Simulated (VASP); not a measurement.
A run of VASP 6.6.1 is set up as follows.

Contents of POSCAR:

```
MgO
1.0
    0.0000000000      2.1021086848      2.1021086848
    2.1021086848      0.0000000000      2.1021086848
    2.1021086848      2.1021086848      0.0000000000
Mg O
1 1
Direct
    0.0000000000      0.0000000000      0.0000000000
    0.5000000000      0.5000000000      0.5000000000
```

INCAR.step1

```
SYSTEM = MgO
ALGO     = Normal         ! electronic algorithm
EDIFF    = 1E-4           ! SCF threshold, eV
ENCUT    = 520            ! plane-wave cutoff, eV
GGA      = PE             ! functional
ISMEAR   = 0              ! smearing method
LASPH    = .TRUE.         ! aspherical terms in the spheres
LCHARG   = .FALSE.        ! write CHGCAR
LREAL    = .FALSE.        ! projectors in reciprocal space
LWAVE    = .TRUE.         ! write WAVECAR
NBANDS   = 11             ! bands
NELM     = 80             ! most SCF steps
PREC     = Accurate       ! precision mode
SIGMA    = 0.02           ! smearing width, eV
```

Contents of INCAR.step2:

```
SYSTEM = MgO
ALGO     = Normal         ! electronic algorithm
EDIFF    = 1E-7           ! SCF threshold, eV
ENCUT    = 520            ! plane-wave cutoff, eV
ISIF     = 2              ! what is computed and relaxed
ISMEAR   = 0              ! smearing method
ISTART   = 1            
LASPH    = .TRUE.         ! aspherical terms in the spheres
LCHARG   = .FALSE.        ! write CHGCAR
LMIXTAU  = .TRUE.       
LREAL    = .FALSE.        ! projectors in reciprocal space
LWAVE    = .FALSE.        ! write WAVECAR
METAGGA  = R2SCAN         ! meta-GGA
NBANDS   = 11             ! bands
NELM     = 80             ! most SCF steps
PREC     = Accurate       ! precision mode
SIGMA    = 0.02           ! smearing width, eV
```

Contents of KPOINTS:

```
k-points
0
G
  10 10 10
  0 0 0
```

Potentials or basis: VASP PAW PBE potentials, release 64 (Mg, O).

The run is started by

```bash
$ cat potpaw_PBE.64/Mg/POTCAR potpaw_PBE.64/O/POTCAR > POTCAR
$ cp INCAR.step1 INCAR
$ mpirun -np 1 vasp_std > vasp.out
$ cp INCAR.step2 INCAR
$ mpirun -np 1 vasp_std > vasp.out
```

What does it give for the pressure?

-1.1 GPa.

Predict the band gap on the k mesh.

5.66 eV, direct.

Caveat: the PAW data sets were made with another functional, which shifts forces and pressure a little.

**What was measured.**

From “Electronic structure of alkaline earth and post-transition metal oxides”, 2009, arxiv:0908.1581, for a bulk crystal of MgO: band gap 7.83 eV.

Against the measured gap of MgO, 7.83 eV (quoted in “Electronic structure of alkaline earth and post-transition metal oxides”, 2009, arxiv:0908.1581), the calculated 5.66 eV is off by -2.17 eV. The value is that of r2SCAN, without temperature or zero-point motion.
